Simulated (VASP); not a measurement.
# ZnCu2SnS4 (I-4) in VASP: single point with PBE

Aim: the single point of ZnCu2SnS4 with PBE.

Everything below comes from runs of VASP 6.6.1. Logs are shortened: lines on timing, memory, paths and dates and some standing lists are left out, and cuts for length are marked.

**1. The cell of the first run**

It takes space group I-4 (No. 82, tetragonal). Conventional cell: a = 5.643 Å, b = 5.643 Å, c = 11.267 Å, α = 90.00°, β = 90.00°, γ = 90.00°. Within 3.2 Å of Zn (site symmetry -4) lie 4 S at 2.42 Å. Cu (site symmetry -4) has 4 S at 2.42 Å within 3.2 Å. Cu (site symmetry -4) has 4 S at 2.42 Å within 3.2 Å. Sn (site symmetry -4) has 4 S at 2.50 Å within 3.3 Å. S (site symmetry 1) has 1 Zn at 2.42 Å and 2 Cu at 2.42 Å and 1 Sn at 2.50 Å within 3.2 Å.

**2. Single point, PBE**

Contents of INCAR:

```
PREC = Accurate
ENCUT = 520
EDIFF = 1E-6
ISMEAR = 0
SIGMA = 0.01
LREAL = False
LASPH = True
NELM = 60
ALGO = Normal
ISIF = 2
LWAVE = False
LCHARG = False
GGA = PE
NBANDS = 46
```

Contents of KPOINTS:

```
regular mesh
0
Gamma
  6 6 6
```

Contents of POSCAR:

```
ZnCu2SnS4
1.0
   -2.8217051448      2.8217051448      5.6336484007
    2.8217051448     -2.8217051448      5.6336484007
    2.8217051448      2.8217051448     -5.6336484007
Zn Cu Sn S
1 2 1 4
Direct
    0.2500000000      0.7500000000      0.5000000000
    0.0000000000      0.0000000000      0.0000000000
    0.7500000000      0.2500000000      0.5000000000
    0.5000000000      0.5000000000      0.0000000000
    0.3716100000      0.8844100000      0.9996000000
    0.1155900000      0.1151900000      0.4872000000
    0.8848100000      0.3720100000      0.0004000000
    0.6279900000      0.6283900000      0.5128000000
```

Potentials or basis: VASP PAW PBE potentials, release 64 (Zn, Cu, Sn_d, S).

Started as:

```console
cat potpaw_PBE.64/Zn/POTCAR potpaw_PBE.64/Cu/POTCAR potpaw_PBE.64/Sn_d/POTCAR potpaw_PBE.64/S/POTCAR > POTCAR
mpirun -np 1 vasp_std > vasp.out
```

OUTCAR:

```text
PREC = Accurate
   ENCUT = 520
   EDIFF = 1E-6
   ISMEAR = 0
   LREAL = False
   LASPH = True
   NELM = 60
   ISIF = 2
   GGA = PE

 ion  position               nearest neighbor table
   1  0.250  0.750  0.500-   8 2.42   7 2.42   6 2.42   5 2.42
   2  0.000  0.000  0.000-   5 2.42   8 2.42   7 2.42   6 2.42
   3  0.750  0.250  0.500-   7 2.42   6 2.42   5 2.42   8 2.42
   4  0.500  0.500  0.000-   8 2.50   7 2.50   6 2.50   5 2.50
   5  0.372  0.884  1.000-   1 2.42   2 2.42   3 2.42   4 2.50
   6  0.116  0.115  0.487-   1 2.42   2 2.42   3 2.42   4 2.50
   7  0.885  0.372  0.000-   1 2.42   2 2.42   3 2.42   4 2.50
   8  0.628  0.628  0.513-   1 2.42   2 2.42   3 2.42   4 2.50

  LATTYP: Found a body centered tetragonal cell.
 ALAT       =     5.6434102896
 C/A-ratio  =     1.9965404291

  Lattice vectors:

 A1 = (  -2.8217051448,   2.8217051448,   5.6336484007)
 A2 = (   2.8217051448,  -2.8217051448,   5.6336484007)
 A3 = (   2.8217051448,   2.8217051448,  -5.6336484007)

Analysis of symmetry for initial positions (statically):
=====================================================================
 Subroutine PRICEL returns:
 Original cell was already a primitive cell.

 Routine SETGRP: Setting up the symmetry group for a
 body centered tetragonal supercell.

 Subroutine GETGRP returns: Found  4 space group operations
 (whereof  4 operations were pure point group operations)
 out of a pool of 16 trial point group operations.

The static configuration has the point symmetry S_4 .

Analysis of symmetry for dynamics (positions and initial velocities):
=====================================================================
 Subroutine PRICEL returns:
 Original cell was already a primitive cell.

 Routine SETGRP: Setting up the symmetry group for a
 body centered tetragonal supercell.

 Subroutine GETGRP returns: Found  4 space group operations
 (whereof  4 operations were pure point group operations)
 out of a pool of 16 trial point group operations.

The dynamic configuration has the point symmetry S_4 .

 Subroutine INISYM returns: Found  4 space group operations
 (whereof  4 operations are pure point group operations),
 and found     1 'primitive' translations

----------------------------------------------------------------------------------------

                                     Primitive cell

  volume of cell :     179.4209

  direct lattice vectors                    reciprocal lattice vectors
    -2.821705145  2.821705145  5.633648401     0.000000000  0.177197820  0.088752433
     2.821705145 -2.821705145  5.633648401     0.177197820  0.000000000  0.088752433
     2.821705145  2.821705145 -5.633648401     0.177197820  0.177197820  0.000000000

  length of vectors
     6.903769561  6.903769561  6.903769561     0.198181890  0.198181890  0.250595560

  position of ions in fractional coordinates (direct lattice)
     0.250000000  0.750000000  0.500000000
     0.000000000  0.000000000  0.000000000
     0.750000000  0.250000000  0.500000000
     0.500000000  0.500000000  0.000000000
     0.371610000  0.884410000  0.999600000
     0.115590000  0.115190000  0.487200000
     0.884810000  0.372010000  0.000400000
     0.627990000  0.628390000  0.512800000

  ion indices of the primitive-cell ions
   primitive index   ion index
                 1           1
                 2           2
                 3           3
                 4           4
                 5           5
                 6           6
                 7           7
                 8           8

----------------------------------------------------------------------------------------

 KPOINTS: regular mesh

Automatic generation of k-mesh.
 Grid dimensions read from file:
 generate k-points for:    6    6    6

 Generating k-lattice:

  Cartesian coordinates                     Fractional coordinates (reciprocal lattice)
     0.000000000  0.029532970  0.014792072     0.166666667  0.000000000  0.000000000
     0.029532970  0.000000000  0.014792072     0.000000000  0.166666667  0.000000000
     0.029532970  0.029532970  0.000000000     0.000000000  0.000000000  0.166666667

  Length of vectors
     0.033030315  0.033030315  0.041765927

  Shift w.r.t. Gamma in fractional coordinates (k-lattice)
     0.000000000  0.000000000  0.000000000

 Subroutine IBZKPT returns following result:
 ===========================================

 Found     36 irreducible k-points:

 Following reciprocal coordinates:
            Coordinates               Weight
  0.000000  0.000000  0.000000      1.000000
  0.166667  0.000000 -0.000000      8.000000
  0.333333  0.000000 -0.000000      8.000000
  0.500000  0.000000 -0.000000      4.000000
  0.166667  0.166667 -0.000000      8.000000
  0.333333  0.166667 -0.000000      8.000000
[... 16 lines left out ...]
  0.333333 -0.333333  0.166667      4.000000
 -0.166667  0.333333  0.166667      8.000000
 [... further k-points ...]
   k-points           NKPTS =     36   k-points in BZ     NKDIM =     36   number of bands    NBANDS=     46
   number of dos      NEDOS =    301   number of ions     NIONS =      8
   total plane-waves  NPLWV = 157464
   dimension x,y,z NGX =    54 NGY =   54 NGZ =   54
   dimension x,y,z NGXF=   108 NGYF=  108 NGZF=  108
   ions per type =               1   2   1   4
   NGX,Y,Z   is equivalent  to a cutoff of  13.00, 13.00, 13.00 a.u.
   NGXF,Y,Z  is equivalent  to a cutoff of  26.01, 26.01, 26.01 a.u.
 SYSTEM =  unknown system
   PREC   = accura    normal or accurate (medium, high low for compatibility)
   ISTART =      0    job   : 0-new  1-cont  2-samecut
   ICHARG =      2    charge: 1-file 2-atom 10-const
   ISPIN  =      1    spin polarized calculation?
   LNONCOLLINEAR =      F non collinear calculations
   LSORBIT =      F    spin-orbit coupling
   LASPH  =      T    aspherical Exc in radial PAW
   ENCUT  =  520.0 eV  38.22 Ry    6.18 a.u.  12.84 12.84 12.84*2*pi/ulx,y,z
   NELM   =     60;   NELMIN=  2; NELMDL= -5     # of ELM steps
   EDIFF  = 0.1E-05   stopping-criterion for ELM
   LREAL  =      F    real-space projection
   EDIFFG = 0.1E-04   stopping-criterion for IOM
   NSW    =      0    number of steps for IOM
   IBRION =     -1    ionic relax: 0-MD 1-quasi-New 2-CG
   NFREE  =      0    steps in history (QN), initial steepest desc. (CG)
   ISIF   =      2    stress and relaxation
   ISYM   =      2    0-nonsym 1-usesym 2-fastsym
   POTIM  = 0.5000    time-step for ionic-motion
   TEBEG  =    0.0;   TEEND  =   0.0 temperature during run
   PSTRESS=    0.0 pullay stress
   NELECT =      72.0000    total number of electrons
   NUPDOWN=      -1.0000    fix difference up-down
   EMIN   =  10.00;   EMAX   =-10.00  energy-range for DOS
   EFERMI =   0.00;   METHOD = LEGACY
   ISMEAR =     0;   SIGMA  =   0.01  broadening in eV -4-tet -1-fermi 0-gaus
   EFERMI_NEDOS =   21; number of points for ismear=-14 and -15
   IALGO  =     38    algorithm
   IMIX   =      4    mixing-type and parameters
     AMIX     =   0.40;   BMIX     =  1.00
     AMIX_MAG =   1.60;   BMIX_MAG =  1.00
  volume/ion in A,a.u.               =      22.43       151.35
  Fermi-wavevector in a.u.,A,eV,Ry     =   1.207521  2.281884 19.838747  1.458107
  Thomas-Fermi vector in A             =   2.343156
   LORBIT       =      0    0 simple, 1 ext, 2 COOP (PROOUT), +10 PAW based schemes
   GGA     = PE    functional components
   LHFCALC =     F    Hartree Fock is set to
   AEXX    =    0.0000 exact exchange contribution
   IVDW    =     0    specifies the selected vdW correction
   LEPSILON=     F    determine dielectric tensor
   LRPA    =     F    only Hartree local field effects (RPA)
 non-spin polarized calculation
 Gauss-broadening in eV      SIGMA  =   0.01
  energy-cutoff  :      520.00
  volume of cell :      179.42
 maximum number of plane-waves:      4877
 NGX is ok and might be reduce to    54
   NGX = 25   NGY = 25   NGZ = 25

 number of electron      72.0000025 magnetization

 Free energy of the ion-electron system (eV)
  ---------------------------------------------------
  ext. energy  EPLUGINS =         0.00000000
  ---------------------------------------------------
  free energy    TOTEN  =       -32.31698995 eV

  energy without entropy =      -32.31698995  energy(sigma->0) =      -32.31698995

 E-fermi :   3.6806     XC(G=0):  -9.2524

 val. band max:        3.6484031834   @ k =   0.0000   0.0000   0.0000
 cond. band min:       3.7127346256   @ k =   0.0000   0.0000   0.0000
 fundamental gap:      0.0643314422
 Fermi energy:         3.6805684486

 k-point     1 :       0.0000    0.0000    0.0000
  band No.  band energies     occupation
      1     -18.4136      2.00000
      2     -18.4090      2.00000
      3     -18.4090      2.00000
      4     -18.3546      2.00000
      5     -18.3468      2.00000
      6     -10.1136      2.00000
[... 38 lines left out ...]
     45       8.9287      0.00000
     46       8.9287      0.00000

 k-point     2 :       0.1667    0.0000   -0.0000
  band No.  band energies     occupation
      1     -18.4137      2.00000
      2     -18.4090      2.00000
      3     -18.4090      2.00000
      4     -18.3545      2.00000
      5     -18.3468      2.00000
      6     -10.0392      2.00000
[... 38 lines left out ...]
     45       8.9984      0.00000
     46       9.1076      0.00000

 k-point     3 :       0.3333    0.0000   -0.0000
  band No.  band energies     occupation
      1     -18.4138      2.00000
      2     -18.4091      2.00000
      3     -18.4089      2.00000
      4     -18.3543      2.00000
      5     -18.3467      2.00000
      6      -9.8413      2.00000
[... 38 lines left out ...]
     45       9.3276      0.00000
     46       9.3746      0.00000

 k-point     4 :       0.5000    0.0000   -0.0000
  band No.  band energies     occupation
      1     -18.4139      2.00000
      2     -18.4092      2.00000
      3     -18.4089      2.00000
      4     -18.3543      2.00000
      5     -18.3467      2.00000
      6      -9.6691      2.00000
[... 920 lines left out ...]
     45       9.6266      0.00000
     46       9.7173      0.00000

 k-point    23 :       0.3333   -0.3333    0.1667
  band No.  band energies     occupation
      1     -18.4139      2.00000
      2     -18.4092      2.00000
      3     -18.4090      2.00000
      4     -18.3542      2.00000
      5     -18.3466      2.00000
      6      -9.6486      2.00000
[... 38 lines left out ...]
     45       9.4239      0.00000
     46       9.6608      0.00000

 k-point    24 :      -0.1667    0.3333    0.1667
  band No.  band energies     occupation
      1     -18.4139      2.00000
      2     -18.4092      2.00000
      3     -18.4089      2.00000
      4     -18.3543      2.00000
      5     -18.3467      2.00000
      6      -9.6781      2.00000
[... 38 lines left out ...]
     45       9.3671      0.00000
     46       9.5484      0.00000

 [... further k-points ...]

------------------------ aborting loop because EDIFF is reached ----------------------------------------

  FORCE on cell =-STRESS in cart. coord.  units (eV):
  Direction    XX          YY          ZZ          XY          YZ          ZX
  --------------------------------------------------------------------------------------
  -------------------------------------------------------------------------------------
  Total       -5.2283237     -5.2283237     -5.3553717      0.0000001      0.0000000      0.0000000
  in kB      -46.6874401    -46.6874401    -47.8219420      0.0000007      0.0000000      0.0000000
  external PRESSURE =     -47.0656074 kB  Pullay stress =       0.0000000 kB

 VOLUME and BASIS-vectors are now :
 -----------------------------------------------------------------------------
  energy-cutoff  :      520.00
  volume of cell :      179.42
      direct lattice vectors                 reciprocal lattice vectors
    -2.821705145  2.821705145  5.633648401     0.000000000  0.177197820  0.088752433
     2.821705145 -2.821705145  5.633648401     0.177197820  0.000000000  0.088752433
     2.821705145  2.821705145 -5.633648401     0.177197820  0.177197820  0.000000000

 POSITION                                       TOTAL-FORCE (eV/Angst)
 -----------------------------------------------------------------------------------
      2.82171     -0.00000      2.81682        -0.000000      0.000000     -0.000000
      0.00000      0.00000      0.00000        -0.000000      0.000000     -0.000000
     -0.00000      2.82171      2.81682        -0.000000      0.000000     -0.000000
      0.00000      0.00000      5.63365        -0.000000      0.000000     -0.000000
      4.26755      1.37361      1.44458         0.248139      0.008631      0.032038
      1.37361      1.37586     -1.44458         0.008631     -0.248139     -0.032038
     -1.44584      1.44810      7.07823        -0.248139     -0.008631      0.032038
      1.44810      1.44584      4.18907        -0.008631      0.248139     -0.032038
 -----------------------------------------------------------------------------------
    total drift:                                0.000017      0.000017      0.000016

  FREE ENERGIE OF THE ION-ELECTRON SYSTEM (eV)
  ---------------------------------------------------
  free  energy   TOTEN  =       -32.3169899531 eV

  energy  without entropy=      -32.3169899515  energy(sigma->0) =      -32.31698995
```

Wall time 9.9 min (1 thread of Intel Xeon Platinum 8259CL at 2.50GHz (Skylake/Cascade Lake), shared host); peak memory 0.59 GiB.

What came out:

* Free energy: -32.3170 eV
* Pressure: -4.7 GPa
* Largest force: 0.250 eV/Å
* Band gap on the k mesh: 0.06 eV

Forces in eV/Å, atoms in the order of the input:
```
Zn   0.000  0.000  0.000
Cu   0.000  0.000  0.000
Cu   0.000  0.000  0.000
Sn   0.000  0.000  0.000
S    0.248  0.009  0.032
S    0.009 -0.248 -0.032
S   -0.248 -0.009  0.032
S   -0.009  0.248 -0.032
```

Caveat: the cell stands under tension; spin-orbit coupling is left out, which moves the levels of the heavy elements. A k mesh can miss the band edges.
